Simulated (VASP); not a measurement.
Here is a VASP 6.6.1 calculation.

INCAR

```
ALGO = Normal
EDIFF = 1E-8
ENCUT = 1000
GGA = CA
GGA_COMPAT = F
ISIF = 2
ISMEAR = -1
LASPH = T
LCHARG = F
LEFG = T
LREAL = F
LWAVE = F
NBANDS = 16
NELM = 120
PREC = Accurate
SIGMA = 0.05
```

Contents of KPOINTS:

```
k-points
0
Gamma
  13 13 12
```

Contents of POSCAR:

```
WC
1.0
    2.9005014360      0.0000000000      0.0000000000
   -1.4502507180      2.5119079273      0.0000000000
    0.0000000000      0.0000000000      2.8290000000
W C
1 1
Direct
    0.0000000000      0.0000000000      0.0000000000
    0.6666666667      0.3333333333      0.5000000000
```

Potentials or basis: VASP PAW LDA potentials, release 64 (W_sv, C_h).

Launch:

```console
$ cat potpaw_LDA.64/W_sv/POTCAR potpaw_LDA.64/C_h/POTCAR > POTCAR
$ mpirun -np 1 vasp_std > vasp.out
```

**Question.** Predict the band gap on the k mesh.

**Answer.** Zero (bands 9 and 10 overlap by 1.27 eV).

**Question.** What does it give for the pressure?

**Answer.** -4.7 GPa.

Stress tensor (GPa, compression positive):
```
-4.28  0.00  0.00
 0.00 -4.28  0.00
 0.00  0.00 -5.61
```

Caveat: the cell stands under tension; without QUAD_EFG the Cq values of the log hold for a quadrupole moment of 1 mb, not for the nuclei; spin-orbit coupling is left out, which moves the levels of the heavy elements.
